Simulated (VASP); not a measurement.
# H (Immm) in VASP: notebook, part 2 of 2

VASP 6.6.1. The steps go on from the part before.

### 3 Single point, LDA (strain +0.0300 x Voigt [0, 1, 0, 0, 0, 0])

File INCAR:

```
SYSTEM = H
PREC = Accurate
ENCUT = 520
EDIFF = 1E-6
ISMEAR = 0
SIGMA = 0.05
LREAL = .False.
LASPH = .True.
NELM = 100
ALGO = Normal
ISIF = 2
LWAVE = .False.
LCHARG = .False.
GGA = CA
NBANDS = 8
```

File KPOINTS:

```
Automatic mesh
0
Gamma
  10 10 10
  0 0 0
```

File POSCAR:

```
H
1.0
   -1.6915344700      1.7422805041      2.0584739900
    1.6915344700     -1.7422805041      2.0584739900
    1.6915344700      1.7422805041     -2.0584739900
H
2
Direct
    0.9098622900      0.9098622900      0.0000000000
    0.0901377100      0.0901377100      0.0000000000
```

Potentials or basis: VASP PAW LDA potentials, release 64 (H).

Command:

```
$ cat potpaw_LDA.64/H/POTCAR > POTCAR
$ mpirun -np 1 vasp_std > vasp.out
```

Wall time 11 s (1 thread of Intel Xeon Platinum 8375C at 2.90GHz (Ice Lake), shared host); peak memory 0.13 GiB.

Results (log left out):

| Property | Result |
| --- | --- |
| Free energy | -6.7627 eV |
| Pressure | 0.7 GPa |
| Largest force | 0.967 eV/Å |
| Band gap on the k mesh | 8.27 eV, indirect (least direct gap 9.14 eV) |

Forces on the atoms (eV/Å):
```
H    0.000  0.000 -0.967
H    0.000  0.000  0.967
```

Stress tensor (GPa, compression positive):
```
-0.86  0.00  0.00
 0.00 -0.88  0.00
 0.00  0.00  3.89
```

Levels at points of the mesh, in eV from the valence-band top:
| k point | band 1 | band 2 | band 3 | band 4 | band 5 | band 6 |
| --- | --- | --- | --- | --- | --- | --- |
| (0.00, 0.00, 0.00) | -2.46 | 12.90 | 16.78 | 22.62 | 23.08 | 24.36 |
| (0.50, 0.00, 0.00) | -0.87 | 8.27 | 16.16 | 18.45 | 19.75 | 22.43 |
| (0.00, 0.50, 0.00) | -0.80 | 8.42 | 16.01 | 18.13 | 19.32 | 21.87 |
| (0.50, 0.50, 0.00) | -0.64 | 9.96 | 13.73 | 15.42 | 18.37 | 19.14 |
| (0.50, 0.50, 0.50) | 0.00 | 9.81 | 14.72 | 15.00 | 15.67 | 17.42 |

Caveat: the cell differs from its parent crystal (strain +0.0300 x Voigt [0, 1, 0, 0, 0, 0]). A k mesh can miss the band edges.

### 4 Single point, LDA (strain +0.0450 x Voigt [0, 1, 0, 0, 0, 0])

File INCAR:

```
SYSTEM = H
PREC = Accurate
ENCUT = 520
EDIFF = 1E-7
ISMEAR = 0
SIGMA = 0.05
LREAL = .FALSE.
LASPH = .TRUE.
NELM = 60
ALGO = Normal
ISIF = 2
LWAVE = .FALSE.
LCHARG = .TRUE.
GGA = CA
LELF = .TRUE.
LVHAR = .TRUE.
NBANDS = 8
```

File KPOINTS:

```
regular mesh
0
G
  10 10 10
  0 0 0
```

File POSCAR:

```
H
1.0
   -1.6915344700      1.7676535211      2.0584739900
    1.6915344700     -1.7676535211      2.0584739900
    1.6915344700      1.7676535211     -2.0584739900
H
2
Direct
    0.9098622900      0.9098622900      0.0000000000
    0.0901377100      0.0901377100      0.0000000000
```

Command:

```
$ cat potpaw_LDA.64/H/POTCAR > POTCAR
$ mpirun -np 1 vasp_std > vasp.out
```

Wall time 11 s (1 thread of Intel Xeon Platinum 8375C at 2.90GHz (Ice Lake), shared host); peak memory 0.13 GiB.

The run converged. Its results:

```
Free energy            : -6.7611 eV
Pressure               : 0.7 GPa
Largest force          : 0.965 eV/Å
Band gap on the k mesh : 8.26 eV, indirect (least direct gap 9.13 eV)
```

Forces in eV/Å, atoms in the order of the input:
```
H    0.000  0.000 -0.965
H    0.000  0.000  0.965
```

Stress tensor (GPa, compression positive):
```
-0.85  0.00  0.00
 0.00 -0.87  0.00
 0.00  0.00  3.82
```

Levels at points of the mesh, in eV from the valence-band top:
| k point | band 1 | band 2 | band 3 | band 4 |
| --- | --- | --- | --- | --- |
| (0.00, 0.00, 0.00) | -2.40 | 12.81 | 16.70 | 22.40 |
| (0.50, 0.00, 0.00) | -0.86 | 8.26 | 16.11 | 18.45 |
| (0.00, 0.50, 0.00) | -0.77 | 8.48 | 15.89 | 17.96 |
| (0.50, 0.50, 0.00) | -0.63 | 9.94 | 13.72 | 15.38 |
| (0.50, 0.50, 0.50) | 0.00 | 9.88 | 14.70 | 14.75 |

Caveat: the cell differs from its parent crystal (strain +0.0450 x Voigt [0, 1, 0, 0, 0, 0]).

### 5 Single point, LDA (strain +0.0600 x Voigt [0, 1, 0, 0, 0, 0])

File INCAR:

```
SYSTEM = H
PREC     = Accurate       ! precision mode
ENCUT    = 520            ! plane-wave cutoff, eV
EDIFF    = 1E-6           ! SCF threshold, eV
ISMEAR   = 0              ! smearing method
SIGMA    = 0.05           ! smearing width, eV
LREAL    = .FALSE.        ! projectors in reciprocal space
LASPH    = .TRUE.         ! aspherical terms in the spheres
NELM     = 60             ! most SCF steps
ALGO     = Normal         ! electronic algorithm
ISIF     = 2              ! what is computed and relaxed
LWAVE    = .FALSE.        ! write WAVECAR
LCHARG   = .TRUE.         ! write CHGCAR
LELF     = .TRUE.         ! ELF
LVHAR    = .TRUE.       
NBANDS   = 8              ! bands
```

File KPOINTS:

```
Automatic mesh
0
G
  10 10 10
  0 0 0
```

File POSCAR:

```
H
1.0
   -1.6915344700      1.7930265382      2.0584739900
    1.6915344700     -1.7930265382      2.0584739900
    1.6915344700      1.7930265382     -2.0584739900
H
2
Direct
    0.9098622900      0.9098622900      0.0000000000
    0.0901377100      0.0901377100      0.0000000000
```

Potentials or basis: VASP PAW LDA potentials, release 64 (H).

Command:

```
$ cat potpaw_LDA.64/H/POTCAR > POTCAR
$ mpirun -np 1 vasp_std > vasp.out
```

OUTCAR:

```text
SYSTEM = H
   PREC = Accurate
   ENCUT = 520
   EDIFF = 1E-6
   ISMEAR = 0
   LREAL = .FALSE.
   LASPH = .TRUE.
   NELM = 60
   ISIF = 2

 ion  position               nearest neighbor table
   1  0.910  0.910  0.000-   2 0.74
   2  0.090  0.090  0.000-   1 0.74

  LATTYP: Found a body centered orthorhombic cell.
 ALAT       =     3.3830689400
 B/A-ratio  =     1.0600000000
 C/A-ratio  =     1.2169270130

  Lattice vectors:

[... 440 lines left out ...]
      1      -9.7123      2.00000
      2       2.8148      0.00000
      3       6.5872      0.00000
      4      10.2400      0.00000
      5      11.2988      0.00000
      6      14.3472      0.00000
      7      16.7734      0.00000
      8      19.7157      0.00000

 [... further k-points ...]
[... 5 lines left out ...]
  --------------------------------------------------------------------------------------
  -------------------------------------------------------------------------------------
  Total       -0.1298315     -0.1336421      0.5854266     -0.0000000      0.0000000      0.0000000
  in kB       -8.3294751     -8.5739511     37.5586593     -0.0000000      0.0000000      0.0000000
  external PRESSURE =       6.8850777 kB  Pullay stress =       0.0000000 kB

 VOLUME and BASIS-vectors are now :
 -----------------------------------------------------------------------------
  energy-cutoff  :      520.00
  volume of cell :       24.97
      direct lattice vectors                 reciprocal lattice vectors
    -1.691534470  1.793026538  2.058473990     0.000000000  0.278858115  0.242898381
     1.691534470 -1.793026538  2.058473990     0.295589602  0.000000000  0.242898381
     1.691534470  1.793026538 -2.058473990     0.295589602  0.278858115  0.000000000

 POSITION                                       TOTAL-FORCE (eV/Angst)
 -----------------------------------------------------------------------------------
      0.00000      0.00000      3.74586         0.000000     -0.000000     -0.962218
      0.00000      0.00000      0.37109        -0.000000      0.000000      0.962218
 -----------------------------------------------------------------------------------
    total drift:                               -0.000000      0.000000     -0.000000

  FREE ENERGIE OF THE ION-ELECTRON SYSTEM (eV)
  ---------------------------------------------------
  free  energy   TOTEN  =        -6.7595924422 eV

  energy  without entropy=       -6.7595924422  energy(sigma->0) =       -6.75959244
```

OSZICAR:

```text
N       E                     dE             d eps       ncg     rms          rms(c)
DAV:   1    -0.714289029006E+01   -0.71429E+01   -0.46998E+02  2752   0.162E+02
DAV:   2    -0.741634191521E+01   -0.27345E+00   -0.27345E+00  3712   0.931E+00
DAV:   3    -0.741667054158E+01   -0.32863E-03   -0.32863E-03  3000   0.301E-01
DAV:   4    -0.741667096050E+01   -0.41892E-06   -0.41892E-06  4248   0.115E-02
DAV:   5    -0.741667096067E+01   -0.16991E-09   -0.16990E-09  3016   0.144E-04    0.455E+00
DAV:   6    -0.695336592954E+01    0.46331E+00   -0.29683E-01  2864   0.162E+00    0.241E+00
DAV:   7    -0.675774499517E+01    0.19562E+00   -0.50456E-01  3024   0.221E+00    0.272E-01
DAV:   8    -0.676008686016E+01   -0.23419E-02   -0.45037E-03  3008   0.213E-01    0.123E-01
DAV:   9    -0.675958845672E+01    0.49840E-03   -0.11830E-03  3632   0.105E-01    0.126E-02
DAV:  10    -0.675959116364E+01   -0.27069E-05   -0.97446E-06  3248   0.174E-02    0.271E-03
DAV:  11    -0.675959242801E+01   -0.12644E-05   -0.10170E-06  3488   0.387E-03    0.274E-04
DAV:  12    -0.675959244217E+01   -0.14158E-07   -0.58029E-09  1656   0.350E-04
   1 F= -.67595924E+01 E0= -.67595924E+01  d E =-.733168E-18
```

It took 11 s on 1 thread of Intel Xeon Platinum 8375C at 2.90GHz (Ice Lake), shared host; peak memory 0.13 GiB.

Results:

| Property | Result |
| --- | --- |
| Free energy | -6.7596 eV |
| Pressure | 0.7 GPa |
| Largest force | 0.962 eV/Å |
| Band gap on the k mesh | 8.26 eV, indirect (least direct gap 9.11 eV) |

Forces in eV/Å, atoms in the order of the input:
```
H    0.000  0.000 -0.962
H    0.000  0.000  0.962
```

Caveat: the cell differs from its parent crystal (strain +0.0600 x Voigt [0, 1, 0, 0, 0, 0]).

### 6 Single point, LDA (strain +0.0525 x Voigt [0, 1, 0, 0, 0, 0])

File INCAR:

```
ALGO = Normal
EDIFF = 1E-6
ENCUT = 520
ISIF = 2
ISMEAR = 0
LASPH = True
LCHARG = False
LREAL = False
LWAVE = False
NBANDS = 8
NELM = 100
PREC = Accurate
SIGMA = 0.05
```

File KPOINTS:

```
k-points
0
Gamma
  10 10 10
```

File POSCAR:

```
H
1.0
   -1.6915344700      1.7803400297      2.0584739900
    1.6915344700     -1.7803400297      2.0584739900
    1.6915344700      1.7803400297     -2.0584739900
H
2
Direct
    0.9098622900      0.9098622900      0.0000000000
    0.0901377100      0.0901377100      0.0000000000
```

Potentials or basis: VASP PAW LDA potentials, release 64 (H).

Command:

```
$ cat potpaw_LDA.64/H/POTCAR > POTCAR
$ mpirun -np 1 vasp_std > vasp.out
```

It took 10 s on 1 thread of Intel Xeon Platinum 8375C at 2.90GHz (Ice Lake), shared host; peak memory 0.13 GiB.

Results (log left out):

| Quantity | Value |
| --- | --- |
| Free energy | -6.7603 eV |
| Pressure | 0.7 GPa |
| Largest force | 0.963 eV/Å |
| Band gap on the k mesh | 8.26 eV, indirect (least direct gap 9.12 eV) |

Forces in eV/Å, atoms in the order of the input:
```
H    0.000  0.000 -0.963
H    0.000  0.000  0.963
```

Stress tensor (GPa, compression positive):
```
-0.84  0.00  0.00
 0.00 -0.86  0.00
 0.00  0.00  3.79
```

Levels at points of the mesh, in eV from the valence-band top:
| k point | band 1 | band 2 | band 3 | band 4 |
| --- | --- | --- | --- | --- |
| (0.00, 0.00, 0.00) | -2.37 | 12.77 | 16.66 | 22.29 |
| (0.50, 0.00, 0.00) | -0.86 | 8.26 | 16.09 | 18.45 |
| (0.00, 0.50, 0.00) | -0.75 | 8.51 | 15.83 | 17.88 |
| (0.50, 0.50, 0.00) | -0.63 | 9.94 | 13.72 | 15.36 |
| (0.50, 0.50, 0.50) | 0.00 | 9.91 | 14.63 | 14.68 |

Caveat: the cell differs from its parent crystal (strain +0.0525 x Voigt [0, 1, 0, 0, 0, 0]). A k mesh can miss the band edges.

### 7 Overview

| cell | gap on the mesh (eV) | pressure (GPa) | largest force (eV/Å) |
| --- | --- | --- | --- |
| a = 3.170 Å, angles 115.5, 114.4, 99.0°, 2 atoms | 8.28 | 0.7 | 0.97 |
| a = 3.183 Å, angles 115.8, 113.6, 99.4°, 2 atoms | 8.27 | 0.7 | 0.97 |
| a = 3.197 Å, angles 116.1, 112.9, 99.8°, 2 atoms | 8.26 | 0.7 | 0.96 |
| a = 3.211 Å, angles 116.4, 112.1, 100.3°, 2 atoms | 8.26 | 0.7 | 0.96 |
| a = 3.204 Å, angles 116.3, 112.5, 100.1°, 2 atoms | 8.26 | 0.7 | 0.96 |

Alike in all rows: task single point; level LDA; potentials or basis VASP PAW LDA potentials, release 64 (H); no spin polarisation; k mesh 10 × 10 × 10; cutoff (eV) 520; smearing gaussian 0.05 eV.

Absolute energies hang on the potentials; compare differences alone.
